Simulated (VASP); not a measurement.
Here is a VASP 6.6.1 calculation.

Contents of INCAR:

```
SYSTEM = Mg
ALGO = Fast ; EDIFF = 1E-7
ENCUT = 520 ; ISIF = 2
ISMEAR = -1 ; LASPH = .TRUE.
LCHARG = .TRUE. ; LELF = .TRUE.
LREAL = .FALSE. ; LVHAR = .TRUE.
LWAVE = .FALSE. ; NBANDS = 7
NELM = 80 ; PREC = Accurate
SIGMA = 0.05
```

KPOINTS

```
k-points
0
G
  10 10 10
  0 0 0
```

POSCAR

```
Mg
1.0
    0.0000000000      2.2154184453      2.2154184453
    2.2154184453      0.0000000000      2.2154184453
    2.2154184453      2.2154184453      0.0000000000
Mg
1
Direct
    0.0000000000      0.0000000000      0.0000000000
```

Potentials or basis: VASP PAW LDA potentials, release 64 (Mg).

The run is started by

```sh
$ cat potpaw_LDA.64/Mg/POTCAR > POTCAR
$ mpirun -np 1 vasp_std > vasp.out
```

Task: What does it give for the band gap on the k mesh?

Result: Zero (band 1 reaches 3.61 eV, above the bottom of band 2 at 1.43 eV).

Task: Predict the pressure.

Result: -0.3 GPa.
